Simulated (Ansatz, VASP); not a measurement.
## KF: VASP beside Ansatz

Contents of INCAR:

```
SYSTEM = KF
PREC     = Accurate       ! precision mode
ENCUT    = 520            ! plane-wave cutoff, eV
EDIFF    = 1E-7           ! SCF threshold, eV
ISMEAR   = 0              ! smearing method
SIGMA    = 0.01           ! smearing width, eV
LREAL    = .False.        ! projectors in reciprocal space
LASPH    = .True.         ! aspherical terms in the spheres
NELM     = 80             ! most SCF steps
ALGO     = Normal         ! electronic algorithm
ISIF     = 2              ! what is computed and relaxed
LWAVE    = .False.        ! write WAVECAR
LCHARG   = .False.        ! write CHGCAR
GGA      = PE             ! functional
NBANDS   = 15             ! bands
```

The input KPOINTS:

```
Automatic mesh
0
Gamma
  6 6 6
  0 0 0
```

Contents of POSCAR:

```
KF
1.0
    0.0000000000      3.0042800173      3.0042800173
    3.0042800173      0.0000000000      3.0042800173
    3.0042800173      3.0042800173      0.0000000000
K F
1 1
Direct
    0.0000000000      0.0000000000      0.0000000000
    0.2500000000      0.2500000000      0.2500000000
```

Input for Ansatz:

```yaml
crystal:
  lattice:
    - [0.0, 3.0042800173, 3.0042800173]
    - [3.0042800173, 0.0, 3.0042800173]
    - [3.0042800173, 3.0042800173, 0.0]
  atoms:
    - { symbol: K, position: [0.0, 0.0, 0.0] }
    - { symbol: F, position: [0.25, 0.25, 0.25] }
kpoints:
  mp_grid: { grid: [6, 6, 6] }
hamiltonian:
  xc: pbe
scf:
  occupations: { method: fixed }
  n_extra_bands: 4
output:
  forces: true
  stress: true
  eigenvalues: true
```

Alike in both runs: task single point; functional PBE; k mesh 6 × 6 × 6; no spin polarisation.

|  | VASP | Ansatz |
| --- | --- | --- |
| version | VASP 6.6.1 | Ansatz 0.2.0 |
| potentials or method | VASP PAW PBE potentials, release 64 (K_sv, F) | plane waves, PAW |
| plane-wave cutoff (eV) | 520 | 420 |
| occupations | gaussian, width 0.01 eV | fixed |
| valence electrons in the cell | 16 | 16 |

```tsv
	VASP	Ansatz	Ansatz less VASP
gap on the k mesh at the Fermi level (eV)	4.97	4.98	+0.010
pressure (GPa)	-0.5	-0.5	0.00
```
